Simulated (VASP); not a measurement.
Wanted: the native input for a VASP 6.6.1 run.

- Task: relaxation of cell and atoms
- Functional: PBEsol
- Potentials or basis: VASP PAW PBE potentials, release 64 (Cu, O)
- Cutoff: 600 eV
- k mesh: 9 × 9 × 5
- Occupations: fermi-dirac, width 0.05 eV
- Spin: no spin polarisation
- Dipole correction: no
- Further INCAR settings: ALGO = Normal; EDIFF = 1e-06; IBRION = 2; EDIFFG = -0.01; NSW = 60; ISIF = 3

The structure of CuO lies in POSCAR:

```
CuO
1.0
    2.8795009639      0.0000000000      0.0000000000
    0.0390727580      2.8792794796      0.0000000000
    0.0174953863      0.0172449008      5.1763391994
Cu O
2 2
Direct
    0.0000000000      0.5000000000      0.0000000000
    0.5000000000      0.0000000000      0.5000000000
    0.9984239700      0.0016717800      0.7498871000
    0.0015760300      0.9983282200      0.2501129000
```

One way to write it, as run:

INCAR

```
PREC = Accurate ; ENCUT = 600
EDIFF = 1E-6 ; ISMEAR = -1
SIGMA = 0.05 ; LREAL = F
LASPH = T ; NELM = 100
ALGO = Normal ; ISIF = 3
LWAVE = F ; LCHARG = F
GGA = PS ; IBRION = 2
NSW = 60 ; EDIFFG = -0.01
```

KPOINTS

```
regular mesh
0
Gamma
  9 9 5
```

Potentials or basis: VASP PAW PBE potentials, release 64 (Cu, O).

Run with:

```bash
$ cat potpaw_PBE.64/Cu/POTCAR potpaw_PBE.64/O/POTCAR > POTCAR
$ mpirun -np 1 vasp_std > vasp.out
```

Results of the run:

```
Relaxed volume                         : 10.70 Å³/atom
Relaxed cell                           : a = 2.897 Å, b = 2.896 Å, c = 5.101 Å, α = 89.80°, β = 89.81°, γ = 89.30°
Space group after relaxing (to 0.05 Å) : Cccm (No. 66)
Energy gained by relaxing              : 1.8 meV/atom
Ionic steps                            : 5
Pressure after relaxing                : 0.0 GPa
Largest force after relaxing           : 0.009 eV/Å
Band gap on the k mesh                 : zero (band 17 reaches 5.85 eV, above the bottom of band 18 at 4.87 eV)
```

Caveat: the PAW data sets were made with another functional, which shifts forces and pressure a little; semilocal functionals often make such compounds metallic where correlation or magnetic order opens a gap, which also shifts bond lengths.

Run time: 20 min on 1 thread of AMD EPYC 7R13, with other jobs on the host, peak memory 0.29 GiB.
